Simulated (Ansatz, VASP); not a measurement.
## Two plane-wave programs on BaBe3

```xyz
4
Lattice="0.0000 3.3680 3.3680 3.3680 0.0000 3.3680 3.3680 3.3680 0.0000" Properties=species:S:1:pos:R:3 pbc="T T T"
Ba    0.0000    0.0000    0.0000
Be    3.3680    3.3680    3.3680
Be    1.6840    1.6840    1.6840
Be    5.0519    5.0519    5.0519
```

Alike in both runs: task relaxation of cell and atoms; functional r2SCAN; k mesh 12 × 12 × 12; occupations gaussian, width 0.1 eV; no spin polarisation.

|  | VASP | Ansatz |
| --- | --- | --- |
| version | VASP 6.6.1 | Ansatz 0.2.0 |
| potentials or method | VASP PAW PBE potentials, release 64 (Ba_sv, Be), cutoff 600 eV | scalar-relativistic, plane waves, PAW |
| valence electrons in the cell | 16 | 16 |

Ansatz gave:

- gap on the k mesh at the Fermi level, each at its own relaxed structure (eV): none
- relaxed volume (Å³/atom): 19.02
- relaxed length of the cell vector where the two differ most in proportion (Å): 4.756

Which values does VASP return?

gap on the k mesh at the Fermi level, each at its own relaxed structure (eV): none; relaxed volume (Å³/atom): 19.10; relaxed length of the cell vector where the two differ most in proportion (Å): 4.763.

VASP's potentials were made for PBE, not for r2SCAN. A gap of «none» marks a metal or a gap that the smearing closes.

Neither program's run includes spin-orbit coupling. Noted on VASP's run: the relaxation stopped at its first step, so nothing moved.
